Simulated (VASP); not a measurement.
Be3Ag:

```xyz
4
Lattice="3.4577 0.0000 0.0000 0.0000 3.4577 0.0000 0.0000 0.0000 3.4577" Properties=species:S:1:pos:R:3 pbc="T T T"
Be    0.0000    1.7288    1.7288
Be    1.7288    0.0000    1.7288
Be    1.7288    1.7288    0.0000
Ag    0.0000    0.0000    0.0000
```

| Quantity | Value |
| --- | --- |
| Program | VASP 6.6.1 |
| Task | relaxation of cell and atoms |
| Functional | PBE |
| Potentials or basis | VASP PAW PBE potentials, release 64 (Be, Ag) |
| Cutoff | 600 eV |
| k mesh | 14 × 14 × 14 |
| Occupations | gaussian, width 0.1 eV |
| Spin | no spin polarisation |

At the start: pressure 3.3 GPa; volume 10.33 Å³/atom.

Q: How do energy, volume and symmetry change on relaxing?

A: Over 3 steps the energy falls by 2.6 meV/atom and the volume is 10.59 Å³/atom (+2.5 %); space group Pm-3m (No. 221, to 0.1 Å) before and after.

Step by step:
| step | energy change (eV) | largest force (eV/Å) | pressure (GPa) | volume (Å³) |
| --- | --- | --- | --- | --- |
| 1 | 0.0000 | 0.0000 | 3.25 | 41.34 |
| 2 | -0.0099 | 0.0000 | -0.67 | 42.61 |
| 3 | -0.0104 | 0.0000 | -0.03 | 42.38 |

Final structure:
```xyz
4
Lattice="3.4864 0.0000 0.0000 0.0000 3.4864 0.0000 0.0000 0.0000 3.4864" Properties=species:S:1:pos:R:3 pbc="T T T"
Be    0.0000    1.7432    1.7432
Be    1.7432    0.0000    1.7432
Be    1.7432    1.7432    0.0000
Ag    0.0000    0.0000    0.0000
```
